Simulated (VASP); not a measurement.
A run of VASP 6.6.1 is set up as follows.

The input INCAR:

```
SYSTEM = MoSe2
PREC = Accurate
ENCUT = 520
EDIFF = 1E-7
ISMEAR = 0
SIGMA = 0.02
LREAL = .FALSE.
LASPH = .TRUE.
NELM = 100
ALGO = Normal
ISIF = 2
LWAVE = .FALSE.
LCHARG = .FALSE.
GGA = PE
IVDW = 12
NBANDS = 35
```

KPOINTS

```
regular mesh
0
G
  9 9 2
  0 0 0
```

The input POSCAR:

```
MoSe2
1.0
    3.2767014324      0.0000000000      0.0000000000
   -1.6383507162      2.8377066811      0.0000000000
    0.0000000000      0.0000000000     12.7315167642
Mo Se
2 4
Direct
    0.3333333333      0.6666666667      0.2500000000
    0.6666666667      0.3333333333      0.7500000000
    0.3333333333      0.6666666667      0.6184947759
    0.6666666667      0.3333333333      0.1184947759
    0.3333333333      0.6666666667      0.8815052241
    0.6666666667      0.3333333333      0.3815052241
```

Potentials or basis: VASP PAW PBE potentials, release 64 (Mo_sv, Se).

Command:

```bash
$ cat potpaw_PBE.64/Mo_sv/POTCAR potpaw_PBE.64/Se/POTCAR > POTCAR
$ mpirun -np 1 vasp_std > vasp.out
```

(1) What does it give for the largest force?

(2) Estimate the band gap on the k mesh.

(3) What does it give for the pressure?

Answers

(1) 0.035 eV/Å.

(2) 0.85 eV (least direct gap 1.46 eV).

(3) 0.3 GPa.

Caveat: an odd mesh through Γ misses points on the zone boundary, where band edges can lie.
